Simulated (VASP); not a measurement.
# CdAg (P4/mmm) in VASP: notebook

The runs below take CdAg through single point, with LDA.

All numbers are computed with VASP 6.6.1; they aren't measurements. Logs are shortened: lines on timing, memory, paths and dates and some standing lists are left out, and cuts for length are marked.

## Step 1: The cell of the first run

The structure is tetragonal, space group P4/mmm (No. 123). Conventional cell: a = 3.163 Å, b = 3.163 Å, c = 3.497 Å, α = 90.00°, β = 90.00°, γ = 90.00°. Within 3.7 Å of Cd (site symmetry 4/mmm) lie 8 Ag at 2.84 Å and 6 Cd at 3.16 to 3.50 Å. Ag (site symmetry 4/mmm) has 8 Cd at 2.84 Å and 6 Ag at 3.16 to 3.50 Å within 3.7 Å.

## Step 2: Single point, LDA (strain -0.050 along x and y, +0.050 along z)

INCAR reads:

```
PREC = Accurate ; ENCUT = 520
EDIFF = 1E-6 ; ISMEAR = 0
SIGMA = 0.15 ; LREAL = F
LASPH = T ; NELM = 60
ALGO = Fast ; ISIF = 2
LWAVE = F ; LCHARG = F
GGA = CA ; NBANDS = 18
```

KPOINTS reads:

```
Automatic mesh
0
Gamma
  14 14 14
```

POSCAR reads:

```
CdAg
1.0
    3.1635000000      0.0000000000      0.0000000000
    0.0000000000      3.1635000000      0.0000000000
    0.0000000000      0.0000000000      3.4965000000
Cd Ag
1 1
Direct
    0.5000000000      0.5000000000      0.5000000000
    0.0000000000      0.0000000000      0.0000000000
```

Potentials or basis: VASP PAW LDA potentials, release 64 (Cd, Ag).

Run with:

```sh
$ cat potpaw_LDA.64/Cd/POTCAR potpaw_LDA.64/Ag/POTCAR > POTCAR
$ mpirun -np 1 vasp_std > vasp.out
```

OUTCAR:

```text
PREC = Accurate
   ENCUT = 520
   EDIFF = 1E-6
   ISMEAR = 0
   LREAL = F
   LASPH = T
   NELM = 60
   ISIF = 2
   GGA = CA

 ion  position               nearest neighbor table
   1  0.500  0.500  0.500-   2 2.84   2 2.84   2 2.84   2 2.84   2 2.84   2 2.84   2 2.84   2 2.84

   2  0.000  0.000  0.000-   1 2.84   1 2.84   1 2.84   1 2.84   1 2.84   1 2.84   1 2.84   1 2.84

  LATTYP: Found a simple tetragonal cell.
 ALAT       =     3.1635000000
 C/A-ratio  =     1.1052631579

  Lattice vectors:

 A1 = (   3.1635000000,   0.0000000000,   0.0000000000)
 A2 = (   0.0000000000,   3.1635000000,   0.0000000000)
 A3 = (   0.0000000000,   0.0000000000,   3.4965000000)

Analysis of symmetry for initial positions (statically):
=====================================================================
 Subroutine PRICEL returns:
 Original cell was already a primitive cell.

 Routine SETGRP: Setting up the symmetry group for a
 simple tetragonal supercell.

 Subroutine GETGRP returns: Found 16 space group operations
 (whereof 16 operations were pure point group operations)
 out of a pool of 16 trial point group operations.

The static configuration has the point symmetry D_4h.

Analysis of symmetry for dynamics (positions and initial velocities):
=====================================================================
 Subroutine PRICEL returns:
 Original cell was already a primitive cell.

 Routine SETGRP: Setting up the symmetry group for a
 simple tetragonal supercell.

 Subroutine GETGRP returns: Found 16 space group operations
 (whereof 16 operations were pure point group operations)
 out of a pool of 16 trial point group operations.

The dynamic configuration has the point symmetry D_4h.

 Subroutine INISYM returns: Found 16 space group operations
 (whereof 16 operations are pure point group operations),
 and found     1 'primitive' translations

----------------------------------------------------------------------------------------

                                     Primitive cell

  volume of cell :      34.9920

  direct lattice vectors                    reciprocal lattice vectors
     3.163500000  0.000000000  0.000000000     0.316105579  0.000000000  0.000000000
     0.000000000  3.163500000  0.000000000     0.000000000  0.316105579  0.000000000
     0.000000000  0.000000000  3.496500000     0.000000000  0.000000000  0.286000286

  length of vectors
     3.163500000  3.163500000  3.496500000     0.316105579  0.316105579  0.286000286

  position of ions in fractional coordinates (direct lattice)
     0.500000000  0.500000000  0.500000000
     0.000000000  0.000000000  0.000000000

  ion indices of the primitive-cell ions
   primitive index   ion index
                 1           1
                 2           2

----------------------------------------------------------------------------------------

 KPOINTS: Automatic mesh

Automatic generation of k-mesh.
 Grid dimensions read from file:
 generate k-points for:   14   14   14

 Generating k-lattice:

  Cartesian coordinates                     Fractional coordinates (reciprocal lattice)
     0.022578970  0.000000000  0.000000000     0.071428571  0.000000000  0.000000000
     0.000000000  0.022578970  0.000000000     0.000000000  0.071428571  0.000000000
     0.000000000  0.000000000  0.020428592     0.000000000  0.000000000  0.071428571

  Length of vectors
     0.022578970  0.022578970  0.020428592

  Shift w.r.t. Gamma in fractional coordinates (k-lattice)
     0.000000000  0.000000000  0.000000000

 Subroutine IBZKPT returns following result:
 ===========================================

 Found    288 irreducible k-points:

 Following reciprocal coordinates:
            Coordinates               Weight
  0.000000  0.000000  0.000000      1.000000
  0.071429  0.000000  0.000000      4.000000
  0.142857  0.000000  0.000000      4.000000
  0.214286  0.000000  0.000000      4.000000
  0.285714  0.000000  0.000000      4.000000
  0.357143  0.000000  0.000000      4.000000
[... 16 lines left out ...]
  0.285714  0.214286  0.000000      8.000000
  0.357143  0.214286  0.000000      8.000000
 [... further k-points ...]
   k-points           NKPTS =    288   k-points in BZ     NKDIM =    288   number of bands    NBANDS=     18
   number of dos      NEDOS =    301   number of ions     NIONS =      2
   total plane-waves  NPLWV =  16128
   dimension x,y,z NGX =    24 NGY =   24 NGZ =   28
   dimension x,y,z NGXF=    48 NGYF=   48 NGZF=   56
   ions per type =               1   1
   NGX,Y,Z   is equivalent  to a cutoff of  12.61, 12.61, 13.31 a.u.
   NGXF,Y,Z  is equivalent  to a cutoff of  25.22, 25.22, 26.63 a.u.
 SYSTEM =  unknown system
   PREC   = accura    normal or accurate (medium, high low for compatibility)
   ISTART =      0    job   : 0-new  1-cont  2-samecut
   ICHARG =      2    charge: 1-file 2-atom 10-const
   ISPIN  =      1    spin polarized calculation?
   LNONCOLLINEAR =      F non collinear calculations
   LSORBIT =      F    spin-orbit coupling
   LASPH  =      T    aspherical Exc in radial PAW
   ENCUT  =  520.0 eV  38.22 Ry    6.18 a.u.   5.88  5.88  6.50*2*pi/ulx,y,z
   NELM   =     60;   NELMIN=  2; NELMDL= -5     # of ELM steps
   EDIFF  = 0.1E-05   stopping-criterion for ELM
   LREAL  =      F    real-space projection
   EDIFFG = 0.1E-04   stopping-criterion for IOM
   NSW    =      0    number of steps for IOM
   IBRION =     -1    ionic relax: 0-MD 1-quasi-New 2-CG
   NFREE  =      0    steps in history (QN), initial steepest desc. (CG)
   ISIF   =      2    stress and relaxation
   ISYM   =      2    0-nonsym 1-usesym 2-fastsym
   POTIM  = 0.5000    time-step for ionic-motion
   TEBEG  =    0.0;   TEEND  =   0.0 temperature during run
   PSTRESS=    0.0 pullay stress
   NELECT =      23.0000    total number of electrons
   NUPDOWN=      -1.0000    fix difference up-down
   EMIN   =  10.00;   EMAX   =-10.00  energy-range for DOS
   EFERMI =   0.00;   METHOD = LEGACY
   ISMEAR =     0;   SIGMA  =   0.15  broadening in eV -4-tet -1-fermi 0-gaus
   EFERMI_NEDOS =   21; number of points for ismear=-14 and -15
   IALGO  =     68    algorithm
   IMIX   =      4    mixing-type and parameters
     AMIX     =   0.40;   BMIX     =  1.00
     AMIX_MAG =   1.60;   BMIX_MAG =  1.00
  volume/ion in A,a.u.               =      17.50       118.07
  Fermi-wavevector in a.u.,A,eV,Ry     =   1.423402  2.689841 27.566417  2.026075
  Thomas-Fermi vector in A             =   2.544004
   LORBIT       =      0    0 simple, 1 ext, 2 COOP (PROOUT), +10 PAW based schemes
   GGA     = CA    functional components
   LHFCALC =     F    Hartree Fock is set to
   AEXX    =    0.0000 exact exchange contribution
   IVDW    =     0    specifies the selected vdW correction
   LEPSILON=     F    determine dielectric tensor
   LRPA    =     F    only Hartree local field effects (RPA)
 non-spin polarized calculation
 RMM-DIIS sequential band-by-band and
 Gauss-broadening in eV      SIGMA  =   0.15
  energy-cutoff  :      520.00
  volume of cell :       34.99
 maximum number of plane-waves:       972
 NGX is ok and might be reduce to    24
   NGX = 11   NGY = 11   NGZ = 13

 number of electron      23.0000012 magnetization

 Free energy of the ion-electron system (eV)
  ---------------------------------------------------
  ext. energy  EPLUGINS =         0.00000000
  ---------------------------------------------------
  free energy    TOTEN  =        -5.45992359 eV

  energy without entropy =       -5.45579393  energy(sigma->0) =       -5.45785876

 E-fermi :   6.1989     XC(G=0): -12.4965

 val. band max:        6.1801681317   @ k =   0.3571   0.2143   0.0714
 cond. band min:       6.2153627686   @ k =   0.2143   0.0714   0.2857
 fundamental gap:      0.0351946369
 Fermi energy:         6.1988574757

 k-point     1 :       0.0000    0.0000    0.0000
  band No.  band energies     occupation
      1      -3.4836      2.00000
      2      -3.4104      2.00000
      3      -3.0539      2.00000
      4      -2.6504      2.00000
      5      -2.6504      2.00000
      6      -2.4730      2.00000
[... 10 lines left out ...]
     17      18.4062      0.00000
     18      22.4035      0.00000

 k-point     2 :       0.0714    0.0000    0.0000
  band No.  band energies     occupation
      1      -3.4575      2.00000
      2      -3.3823      2.00000
      3      -2.9696      2.00000
      4      -2.6621      2.00000
      5      -2.6417      2.00000
      6      -2.4848      2.00000
[... 10 lines left out ...]
     17      19.0519      0.00000
     18      22.4062      0.00000

 k-point     3 :       0.1429    0.0000    0.0000
  band No.  band energies     occupation
      1      -3.4018      2.00000
      2      -3.2948      2.00000
      3      -2.7082      2.00000
      4      -2.6947      2.00000
      5      -2.6169      2.00000
      6      -2.5178      2.00000
[... 10 lines left out ...]
     17      20.8226      0.00000
     18      22.2841      0.00000

 k-point     4 :       0.2143    0.0000    0.0000
  band No.  band energies     occupation
      1      -3.3351      2.00000
      2      -3.1655      2.00000
      3      -2.7413      2.00000
      4      -2.5805      2.00000
      5      -2.5651      2.00000
      6      -2.2673      2.00000
[... 375 lines left out ...]
      4      -2.8421      2.00000
      5      -2.6451      2.00000
      6      -1.4015      2.00000
[... 10 lines left out ...]
     17      20.6015      0.00000
     18      21.6761      0.00000

 k-point    23 :       0.2857    0.2143    0.0000
  band No.  band energies     occupation
      1      -3.0770      2.00000
      2      -2.9506      2.00000
      3      -2.8967      2.00000
      4      -2.8429      2.00000
      5      -2.6869      2.00000
      6      -0.8524      2.00000
[... 10 lines left out ...]
     17      19.7037      0.00000
     18      20.3922      0.00000

 k-point    24 :       0.3571    0.2143    0.0000
  band No.  band energies     occupation
      1      -3.0568      2.00000
      2      -3.0102      2.00000
      3      -2.9444      2.00000
      4      -2.7268      2.00000
      5      -2.7104      2.00000
      6      -0.2587      2.00000
[... 10 lines left out ...]
     17      18.7332      0.00000
     18      18.9729      0.00000

 [... further k-points ...]
[... 5 lines left out ...]
  --------------------------------------------------------------------------------------
  -------------------------------------------------------------------------------------
  Total        0.0386816      0.0386816     -0.0265850      0.0000000      0.0000000      0.0000000
  in kB        1.7711116      1.7711116     -1.2172461      0.0000000      0.0000000      0.0000000
  external PRESSURE =       0.7749924 kB  Pullay stress =       0.0000000 kB

 VOLUME and BASIS-vectors are now :
 -----------------------------------------------------------------------------
  energy-cutoff  :      520.00
  volume of cell :       34.99
      direct lattice vectors                 reciprocal lattice vectors
     3.163500000  0.000000000  0.000000000     0.316105579  0.000000000  0.000000000
     0.000000000  3.163500000  0.000000000     0.000000000  0.316105579  0.000000000
     0.000000000  0.000000000  3.496500000     0.000000000  0.000000000  0.286000286

 POSITION                                       TOTAL-FORCE (eV/Angst)
 -----------------------------------------------------------------------------------
      1.58175      1.58175      1.74825         0.000000      0.000000      0.000000
      0.00000      0.00000      0.00000         0.000000      0.000000      0.000000
 -----------------------------------------------------------------------------------
    total drift:                                0.000000      0.000000     -0.000000

  FREE ENERGIE OF THE ION-ELECTRON SYSTEM (eV)
  ---------------------------------------------------
  free  energy   TOTEN  =        -5.4599235904 eV

  energy  without entropy=       -5.4557939324  energy(sigma->0) =       -5.45785876
```

It took 2.1 min on 1 thread of Oxide Virtual Turin-like, shared host; peak memory 0.25 GiB.

Results:

- Free energy: -5.4599 eV
- Pressure: 0.1 GPa

Stress tensor (GPa, compression positive):
```
 0.18  0.00  0.00
 0.00  0.18  0.00
 0.00  0.00 -0.12
```

Caveat: the cell differs from its parent crystal (strain -0.050 along x and y, +0.050 along z).

## Step 3: Single point, LDA (strain +0.050 along x and y, -0.050 along z)

INCAR reads:

```
SYSTEM = CdAg
PREC = Accurate
ENCUT = 520
EDIFF = 1E-6
ISMEAR = 0
SIGMA = 0.15
LREAL = .FALSE.
LASPH = .TRUE.
NELM = 80
ALGO = Fast
ISIF = 2
LWAVE = .FALSE.
LCHARG = .TRUE.
GGA = CA
LELF = .TRUE.
LVHAR = .TRUE.
NBANDS = 18
```

KPOINTS reads:

```
Automatic mesh
0
G
  14 14 14
  0 0 0
```

POSCAR reads:

```
CdAg
1.0
    3.4965000000      0.0000000000      0.0000000000
    0.0000000000      3.4965000000      0.0000000000
    0.0000000000      0.0000000000      3.1635000000
Cd Ag
1 1
Direct
    0.5000000000      0.5000000000      0.5000000000
    0.0000000000      0.0000000000      0.0000000000
```

Potentials or basis: VASP PAW LDA potentials, release 64 (Cd, Ag).

Run with:

```sh
$ cat potpaw_LDA.64/Cd/POTCAR potpaw_LDA.64/Ag/POTCAR > POTCAR
$ mpirun -np 1 vasp_std > vasp.out
```

Wall time 2.3 min (1 thread of Oxide Virtual Turin-like, shared host); peak memory 0.27 GiB.

The run converged. Its results:

```yaml
Free_energy: -5.3455 eV
Pressure: -8.3 GPa
```

Stress tensor (GPa, compression positive):
```
-8.45  0.00  0.00
 0.00 -8.45  0.00
 0.00  0.00 -7.89
```

Levels at points of the mesh, in eV from the Fermi level:
```tsv
k point	band 10	band 11	band 12	band 13	band 14	band 15
(0.00, 0.00, 0.00)	-4.14	-4.14	4.03	4.03	6.83	8.17
(0.50, 0.00, 0.00)	-4.56	-4.26	-3.08	8.84	9.27	10.11
(0.50, 0.50, 0.00)	-4.08	-1.60	-1.60	0.60	1.07	12.32
(0.00, 0.00, 0.50)	-4.42	-3.91	-2.18	9.73	9.73	10.08
(0.50, 0.00, 0.50)	-3.85	-1.19	-0.99	1.49	2.09	10.22
(0.50, 0.50, 0.50)	-3.80	2.16	3.63	3.83	4.22	4.28
```

Caveat: the cell differs from its parent crystal (strain +0.050 along x and y, -0.050 along z).
